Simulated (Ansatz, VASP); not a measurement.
**Two plane-wave programs on TiB**

```
Ti B
1.0
     0.00000    2.10100    2.10100
     2.10100    0.00000    2.10100
     2.10100    2.10100    0.00000
Ti B
1 1
Direct
  0.25000 0.25000 0.25000
  0.00000 0.00000 0.00000
```

Change from the starting cell: volume scaled by 1, PAW files.

Alike in both runs: task electric field gradients; functional r2SCAN; k mesh 15 × 15 × 15; occupations fermi-dirac, width 0.05 eV; no spin polarisation.

|  | VASP | Ansatz |
| --- | --- | --- |
| version | VASP 6.6.1 | Ansatz 0.2.0 |
| potentials or method | VASP PAW PBE potentials, release 64 (Ti_sv, B) | PAW with Ansatz's default frozen-core files, scalar-relativistic |
| plane-wave cutoff (eV) | 520 | 500 |
| valence electrons in the cell | 15 | 15 |

Ansatz gave:

| Property | Result |
| --- | --- |
| pressure (GPa) | 121.2 |

**Question.** Estimate VASP's values.

**Answer.** Pressure (GPa): 122.2.

VASP's potentials were made for PBE, not for r2SCAN. Both programs put the cell under a high pressure, so it lies far from rest at this level.

Noted on VASP's run: the cell as given lies far from equilibrium.
